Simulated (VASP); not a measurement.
# ZnS (P1) in VASP: single point with r2SCAN

Aim: the single point of ZnS with r2SCAN.

Program: VASP 6.6.1. These are calculated values, not measurements. Logs are shortened: lines on timing, memory, paths and dates and some standing lists are left out, and cuts for length are marked.

### 1 The cell of the first run

The typed cell holds 8 atoms: a = 3.811 Å, b = 7.622 Å, c = 6.234 Å, α = 90.00°, β = 90.00°, γ = 120.00°.

### 2 Single point, r2SCAN

Contents of POSCAR:

```
ZnS
1.0
    3.8110000000      0.0000000000      0.0000000000
   -3.8110000000      6.6008460000      0.0000000000
    0.0000000000      0.0000000000      6.2340000000
Zn S
4 4
Direct
    0.3466282532      0.3399140050     -0.0083727944
    0.6490019464      0.1573845231      0.5072297081
    0.3448593768      0.8408703975      0.0128241899
    0.6976472991      0.6735680548      0.4965914341
    0.3049737812      0.3349349462      0.3857115816
    0.6880096915      0.1672253829      0.8967702919
    0.3493717019      0.8243958426      0.3809329483
    0.6567516708      0.6572507524      0.8880012833
```

Contents of INCAR.step1:

```
SYSTEM = ZnS
PREC     = Accurate       ! precision mode
ENCUT    = 440            ! plane-wave cutoff, eV
ISMEAR   = 0              ! smearing method
SIGMA    = 0.01           ! smearing width, eV
LREAL    = .FALSE.        ! projectors in reciprocal space
LASPH    = .TRUE.         ! aspherical terms in the spheres
NELM     = 120            ! most SCF steps
NBANDS   = 46             ! bands
GGA      = PE             ! functional
ALGO     = Normal         ! electronic algorithm
EDIFF    = 1E-5           ! SCF threshold, eV
LWAVE    = .TRUE.         ! write WAVECAR
LCHARG   = .FALSE.        ! write CHGCAR
GGA_COMPAT= .FALSE.
```

Contents of INCAR.step2:

```
SYSTEM = ZnS
PREC     = Accurate       ! precision mode
ENCUT    = 440            ! plane-wave cutoff, eV
EDIFF    = 1E-6           ! SCF threshold, eV
ISMEAR   = 0              ! smearing method
SIGMA    = 0.01           ! smearing width, eV
LREAL    = .FALSE.        ! projectors in reciprocal space
LASPH    = .TRUE.         ! aspherical terms in the spheres
NELM     = 120            ! most SCF steps
ALGO     = Normal         ! electronic algorithm
ISIF     = 2              ! what is computed and relaxed
LWAVE    = .FALSE.        ! write WAVECAR
LCHARG   = .FALSE.        ! write CHGCAR
METAGGA  = R2SCAN         ! meta-GGA
LMIXTAU  = .TRUE.       
NBANDS   = 46             ! bands
ISTART   = 1            
GGA_COMPAT= .FALSE.
```

Contents of KPOINTS:

```
Automatic mesh
0
G
  3 3 1
  0 0 0
```

Potentials or basis: VASP PAW PBE potentials, release 64 (Zn, S).

Command:

```console
$ cat potpaw_PBE.64/Zn/POTCAR potpaw_PBE.64/S/POTCAR > POTCAR
$ cp INCAR.step1 INCAR
$ mpirun -np 1 vasp_std > vasp.out
$ cp INCAR.step2 INCAR
$ mpirun -np 1 vasp_std > vasp.out
```

OUTCAR:

```text
SYSTEM = ZnS
   PREC = Accurate
   ENCUT = 440
   EDIFF = 1E-6
   ISMEAR = 0
   LREAL = .FALSE.
   LASPH = .TRUE.
   NELM = 120
   ISIF = 2
   METAGGA = R2SCAN
   ISTART = 1

 ion  position               nearest neighbor table
   1  0.347  0.340  0.992-   8 2.19   6 2.25   6 2.34   5 2.46
   2  0.649  0.157  0.507-   5 2.30   7 2.34   5 2.43   6 2.43
   3  0.345  0.841  0.013-   6 2.27   7 2.30   8 2.37   8 2.40
   4  0.698  0.674  0.497-   7 2.26   7 2.27   5 2.35   8 2.44
   5  0.305  0.335  0.386-   2 2.30   4 2.35   2 2.43   1 2.46
   6  0.688  0.167  0.897-   1 2.25   3 2.27   1 2.34   2 2.43
   7  0.349  0.824  0.381-   4 2.26   4 2.27   3 2.30   2 2.34
   8  0.657  0.657  0.888-   1 2.19   3 2.37   3 2.40   4 2.44

  LATTYP: Found a simple orthorhombic cell.
 ALAT       =     3.8110000000
 B/A-ratio  =     1.6357911309
 C/A-ratio  =     1.7320509053

  Lattice vectors:

 A1 = (  -3.8110000000,   0.0000000000,   0.0000000000)
 A2 = (   0.0000000000,   0.0000000000,   6.2340000000)
 A3 = (   0.0000000000,   6.6008460000,   0.0000000000)

Analysis of symmetry for initial positions (statically):
=====================================================================
 Subroutine PRICEL returns:
 Original cell was already a primitive cell.

 Routine SETGRP: Setting up the symmetry group for a
 simple orthorhombic supercell.

 Subroutine GETGRP returns: Found  1 space group operations
 (whereof  1 operations were pure point group operations)
 out of a pool of  8 trial point group operations.

The static configuration has the point symmetry C_1 .

Analysis of symmetry for dynamics (positions and initial velocities):
=====================================================================
 Subroutine PRICEL returns:
 Original cell was already a primitive cell.

 Routine SETGRP: Setting up the symmetry group for a
 simple orthorhombic supercell.

 Subroutine GETGRP returns: Found  1 space group operations
 (whereof  1 operations were pure point group operations)
 out of a pool of  8 trial point group operations.

The dynamic configuration has the point symmetry C_1 .

 Subroutine INISYM returns: Found  1 space group operations
 (whereof  1 operations are pure point group operations),
 and found     1 'primitive' translations

----------------------------------------------------------------------------------------

                                     Primitive cell

  volume of cell :     156.8214

  direct lattice vectors                    reciprocal lattice vectors
     3.811000000  0.000000000  0.000000000     0.262398321  0.151495733  0.000000000
    -3.811000000  6.600846000  0.000000000     0.000000000  0.151495733  0.000000000
     0.000000000  0.000000000  6.234000000     0.000000000  0.000000000  0.160410651

  length of vectors
     3.811000000  7.622000322  6.234000000     0.302991478  0.151495733  0.160410651

  position of ions in fractional coordinates (direct lattice)
     0.346628253  0.339914005  0.991627206
     0.649001946  0.157384523  0.507229708
     0.344859377  0.840870397  0.012824190
     0.697647299  0.673568055  0.496591434
     0.304973781  0.334934946  0.385711582
     0.688009691  0.167225383  0.896770292
     0.349371702  0.824395843  0.380932948
     0.656751671  0.657250752  0.888001283

  ion indices of the primitive-cell ions
   primitive index   ion index
                 1           1
                 2           2
                 3           3
                 4           4
                 5           5
                 6           6
                 7           7
                 8           8

----------------------------------------------------------------------------------------

 KPOINTS: Automatic mesh

Automatic generation of k-mesh.
 Grid dimensions read from file:
 generate k-points for:    3    3    1

 Generating k-lattice:

  Cartesian coordinates                     Fractional coordinates (reciprocal lattice)
     0.087466107  0.050498578  0.000000000     0.333333333  0.000000000  0.000000000
     0.000000000  0.050498578  0.000000000     0.000000000  0.333333333  0.000000000
     0.000000000  0.000000000  0.160410651     0.000000000  0.000000000  1.000000000

  Length of vectors
     0.100997159  0.050498578  0.160410651

  Shift w.r.t. Gamma in fractional coordinates (k-lattice)
     0.000000000  0.000000000  0.000000000

 Subroutine IBZKPT returns following result:
 ===========================================

 Found      5 irreducible k-points:

 Following reciprocal coordinates:
            Coordinates               Weight
  0.000000  0.000000  0.000000      1.000000
  0.333333  0.000000  0.000000      2.000000
  0.333333  0.333333  0.000000      2.000000
  0.000000  0.333333  0.000000      2.000000
 -0.333333  0.333333  0.000000      2.000000
   k-points           NKPTS =      5   k-points in BZ     NKDIM =      5   number of bands    NBANDS=     46
   number of dos      NEDOS =    301   number of ions     NIONS =      8
   total plane-waves  NPLWV =  72576
   dimension x,y,z NGX =    28 NGY =   54 NGZ =   48
   dimension x,y,z NGXF=    56 NGYF=  108 NGZF=   96
   ions per type =               4   4
   NGX,Y,Z   is equivalent  to a cutoff of  12.21, 11.78, 12.80 a.u.
   NGXF,Y,Z  is equivalent  to a cutoff of  24.43, 23.56, 25.60 a.u.
 SYSTEM =  ZnS
   PREC   = accura    normal or accurate (medium, high low for compatibility)
   ISTART =      1    job   : 0-new  1-cont  2-samecut
   ICHARG =      0    charge: 1-file 2-atom 10-const
   ISPIN  =      1    spin polarized calculation?
   LNONCOLLINEAR =      F non collinear calculations
   LSORBIT =      F    spin-orbit coupling
   LASPH  =      T    aspherical Exc in radial PAW
   ENCUT  =  440.0 eV  32.34 Ry    5.69 a.u.   6.52 13.04 10.66*2*pi/ulx,y,z
   NELM   =    120;   NELMIN=  2; NELMDL=  0     # of ELM steps
   EDIFF  = 0.1E-05   stopping-criterion for ELM
   LREAL  =      F    real-space projection
   EDIFFG = 0.1E-04   stopping-criterion for IOM
   NSW    =      0    number of steps for IOM
   IBRION =     -1    ionic relax: 0-MD 1-quasi-New 2-CG
   NFREE  =      0    steps in history (QN), initial steepest desc. (CG)
   ISIF   =      2    stress and relaxation
   ISYM   =      2    0-nonsym 1-usesym 2-fastsym
   POTIM  = 0.5000    time-step for ionic-motion
   TEBEG  =    0.0;   TEEND  =   0.0 temperature during run
   PSTRESS=    0.0 pullay stress
   NELECT =      72.0000    total number of electrons
   NUPDOWN=      -1.0000    fix difference up-down
   EMIN   =  10.00;   EMAX   =-10.00  energy-range for DOS
   EFERMI =   0.00;   METHOD = LEGACY
   ISMEAR =     0;   SIGMA  =   0.01  broadening in eV -4-tet -1-fermi 0-gaus
   EFERMI_NEDOS =   21; number of points for ismear=-14 and -15
   IALGO  =     38    algorithm
   IMIX   =      4    mixing-type and parameters
     AMIX     =   0.40;   BMIX     =  1.00
     AMIX_MAG =   1.60;   BMIX_MAG =  1.00
  volume/ion in A,a.u.               =      19.60       132.29
  Fermi-wavevector in a.u.,A,eV,Ry     =   1.262943  2.386617 21.701646  1.595026
  Thomas-Fermi vector in A             =   2.396326
   LORBIT       =      0    0 simple, 1 ext, 2 COOP (PROOUT), +10 PAW based schemes
   METAGGA = R2SCAN    functional components
   LHFCALC =     F    Hartree Fock is set to
   AEXX    =    0.0000 exact exchange contribution
   IVDW    =     0    specifies the selected vdW correction
   LEPSILON=     F    determine dielectric tensor
   LRPA    =     F    only Hartree local field effects (RPA)
 non-spin polarized calculation
 Gauss-broadening in eV      SIGMA  =   0.01
  energy-cutoff  :      440.00
  volume of cell :      156.82
 maximum number of plane-waves:      3306
 NGX is ok and might be reduce to    28
   NGX = 13   NGY = 27   NGZ = 21

 number of electron      72.0000009 magnetization

 Free energy of the ion-electron system (eV)
  ---------------------------------------------------
  ext. energy  EPLUGINS =         0.00000000
  ---------------------------------------------------
  free energy    TOTEN  =       -75.44449158 eV

  energy without entropy =      -75.44449158  energy(sigma->0) =      -75.44449158

 E-fermi :   2.0202     XC(G=0): -10.3098

 val. band max:        1.9273269832   @ k =   0.0000   0.0000   0.0000
 cond. band min:       4.6755012369   @ k =   0.0000   0.0000   0.0000
 fundamental gap:      2.7481742537
 Fermi energy:         2.0202359243

 k-point     1 :       0.0000    0.0000    0.0000
  band No.  band energies     occupation
      1     -11.9131      2.00000
      2     -11.1378      2.00000
      3     -10.7133      2.00000
      4     -10.4750      2.00000
      5      -4.7635      2.00000
      6      -4.7404      2.00000
[... 38 lines left out ...]
     45       9.4398      0.00000
     46       9.8941      0.00000

 k-point     2 :       0.3333    0.0000    0.0000
  band No.  band energies     occupation
      1     -11.3365      2.00000
      2     -10.9632      2.00000
      3     -10.6797      2.00000
      4     -10.3430      2.00000
      5      -4.7128      2.00000
      6      -4.6434      2.00000
[... 38 lines left out ...]
     45       9.6736      0.00000
     46       9.7519      0.00000

 k-point     3 :       0.3333    0.3333    0.0000
  band No.  band energies     occupation
      1     -11.3435      2.00000
      2     -10.9577      2.00000
      3     -10.6700      2.00000
      4     -10.3507      2.00000
      5      -4.7254      2.00000
      6      -4.6247      2.00000
[... 38 lines left out ...]
     45       9.6548      0.00000
     46       9.7399      0.00000

 k-point     4 :       0.0000    0.3333    0.0000
  band No.  band energies     occupation
      1     -11.7486      2.00000
      2     -11.2762      2.00000
      3     -10.7882      2.00000
      4     -10.4881      2.00000
      5      -4.7679      2.00000
      6      -4.7250      2.00000
[... 38 lines left out ...]
     45       9.2849      0.00000
     46       9.6357      0.00000

 k-point     5 :      -0.3333    0.3333    0.0000
  band No.  band energies     occupation
      1     -11.4338      2.00000
      2     -10.8795      2.00000
      3     -10.6403      2.00000
      4     -10.3601      2.00000
      5      -4.7122      2.00000
      6      -4.6450      2.00000
[... 38 lines left out ...]
     45       9.8152      0.00000
     46      10.2297      0.00000

------------------------ aborting loop because EDIFF is reached ----------------------------------------

  FORCE on cell =-STRESS in cart. coord.  units (eV):
  Direction    XX          YY          ZZ          XY          YZ          ZX
  --------------------------------------------------------------------------------------
  -------------------------------------------------------------------------------------
  Total        2.9115732      3.3634458     -6.4313442      0.7891214     -0.9853890     -0.0444210
  in kB       29.7462997     34.3628888    -65.7062968      8.0621166    -10.0672986     -0.4538309
  external PRESSURE =      -0.5323694 kB  Pullay stress =       0.0000000 kB

 VOLUME and BASIS-vectors are now :
 -----------------------------------------------------------------------------
  energy-cutoff  :      440.00
  volume of cell :      156.82
      direct lattice vectors                 reciprocal lattice vectors
     3.811000000  0.000000000  0.000000000     0.262398321  0.151495733  0.000000000
    -3.811000000  6.600846000  0.000000000     0.000000000  0.151495733  0.000000000
     0.000000000  0.000000000  6.234000000     0.000000000  0.000000000  0.160410651

 POSITION                                       TOTAL-FORCE (eV/Angst)
 -----------------------------------------------------------------------------------
      0.02559      2.24372      6.18180         0.378042     -0.600977      0.682755
      1.87355      1.03887      3.16207        -0.389026      0.342893      0.032495
     -1.89030      5.55046      0.07995        -0.084462     -0.565464     -0.455880
      0.09177      4.44612      3.09575         0.004165     -0.723783      0.471019
     -0.11418      2.21085      2.40453         0.871935     -0.235580     -0.021726
      1.98471      1.10383      5.59047        -0.723061     -0.246706     -0.622937
     -1.81032      5.44171      2.37474        -0.351085      0.601019      0.346201
     -0.00190      4.33841      5.53580         0.293492      1.428598     -0.431926
 -----------------------------------------------------------------------------------
    total drift:                                0.001203      0.019650      0.006884

  FREE ENERGIE OF THE ION-ELECTRON SYSTEM (eV)
  ---------------------------------------------------
  free  energy   TOTEN  =       -75.4444915827 eV

  energy  without entropy=      -75.4444915827  energy(sigma->0) =      -75.44449158
```

It took 61 s on 1 thread of Intel Xeon 6975P-C (Granite Rapids), shared host; peak memory 0.26 GiB.

What came out:

```
Free energy            : -75.4445 eV
Pressure               : -0.1 GPa
Largest force          : 1.521 eV/Å
Band gap on the k mesh : 2.75 eV
```

Forces in eV/Å, atoms in the order of the input:
```
Zn   0.378 -0.601  0.683
Zn  -0.389  0.343  0.032
Zn  -0.084 -0.565 -0.456
Zn   0.004 -0.724  0.471
S    0.872 -0.236 -0.022
S   -0.723 -0.247 -0.623
S   -0.351  0.601  0.346
S    0.293  1.429 -0.432
```

Stress tensor (GPa, compression positive):
```
 2.97  0.81 -0.05
 0.81  3.44 -1.01
-0.05 -1.01 -6.57
```

Levels at points of the mesh, in eV from the valence-band top:
```csv
k point,band 33,band 34,band 35,band 36,band 37,band 38,band 39,band 40
"(0.00, 0.00, 0.00)",-0.72,-0.09,-0.03,0.00,2.75,3.44,4.03,4.74
```

Caveat: the k points lie up to 1.01 Å⁻¹ apart, too coarse for converged energies, forces and pressures; the PAW data sets were made with another functional, which shifts forces and pressure a little.
